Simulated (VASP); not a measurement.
NaF, 2 atoms in the cell. Symmetry: Fm-3m, No. 225, cubic system. Conventional cell: a = 4.738 Å, b = 4.738 Å, c = 4.738 Å, α = 90.00°, β = 90.00°, γ = 90.00°. Na (site symmetry m-3m) has 6 F at 2.37 Å within 3.1 Å. F (site symmetry m-3m) has 6 Na at 2.37 Å within 3.1 Å.  This cell differs from its parent crystal: volume scaled by 1.06.

```yaml
Program: VASP 6.6.1
Task: single point
Functional: PBE
Potentials_or_basis: VASP PAW PBE potentials, release 64 (Na_pv, F)
Cutoff: 520 eV
k_mesh: 10 × 10 × 10
Occupations: fermi-dirac, width 0.02 eV
Spin: no spin polarisation
Dipole_correction: no
Further_INCAR_settings: ALGO = Normal; EDIFF = 1e-06; NBANDS = 14
```

Potentials or basis: VASP PAW PBE potentials, release 64 (Na_pv, F).

Launch:

```console
$ cat potpaw_PBE.64/Na_pv/POTCAR potpaw_PBE.64/F/POTCAR > POTCAR
$ mpirun -np 1 vasp_std > vasp.out
```

Hardware: 1 thread of Intel(R) Xeon(R) 6975P-C (Granite Rapids) (shared host).

Problem. How long does it take, and how much memory?

Solution. It took 7.7 s on 1 thread of Intel(R) Xeon(R) 6975P-C (Granite Rapids), on a shared host, peak memory 0.15 GiB. Counts: scf iterations 12, k points 47.
